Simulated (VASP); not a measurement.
Here is a VASP 6.6.1 calculation.

File INCAR:

```
  ALGO = Normal
  DIPOL = 0.5 0.5 0.500
  EDIFF = 1E-6
  ENCUT = 520
  GGA = PS
  IDIPOL = 3
  ISIF = 2
  ISMEAR = 1
  LASPH = T
  LCHARG = F
  LDIPOL = T
  LREAL = Auto
  LWAVE = F
  NBANDS = 78
  NELM = 60
  PREC = Accurate
  SIGMA = 0.2
```

KPOINTS

```
k-points
0
Gamma
  9 9 1
```

Contents of POSCAR:

```
WSe2
1.0
    3.2711504003      0.0000000000      0.0000000000
   -1.6355752001      2.8328993462      0.0000000000
    0.0000000000      0.0000000000     44.7891756116
Se W
10 5
Direct
    0.3333333333      0.6666666667      0.1674511731
    0.3333333333      0.6666666667      0.2421977774
    0.6666666667      0.3333333333      0.3150389355
    0.6666666667      0.3333333333      0.3897855398
    0.3333333333      0.6666666667      0.4626266978
    0.3333333333      0.6666666667      0.5373733022
    0.6666666667      0.3333333333      0.6102144602
    0.6666666667      0.3333333333      0.6849610645
    0.3333333333      0.6666666667      0.7578022226
    0.3333333333      0.6666666667      0.8325488269
    0.6666666667      0.3333333333      0.2048244753
    0.3333333333      0.6666666667      0.3524122376
    0.6666666667      0.3333333333      0.5000000000
    0.3333333333      0.6666666667      0.6475877624
    0.6666666667      0.3333333333      0.7951755247
```

Potentials or basis: VASP PAW PBE potentials, release 64 (Se, W_sv).

Run with:

```console
$ cat potpaw_PBE.64/Se/POTCAR potpaw_PBE.64/W_sv/POTCAR > POTCAR
$ mpirun -np 1 vasp_std > vasp.out
```

(1) Estimate the largest force.

(2) Estimate the band gap on the k mesh.

Answers

(1) 0.091 eV/Å.

(2) 1.22 eV (least direct gap 1.60 eV).

Caveat: the PAW data sets were made with another functional, which shifts forces and pressure a little; spin-orbit coupling is left out, which moves the levels of the heavy elements.
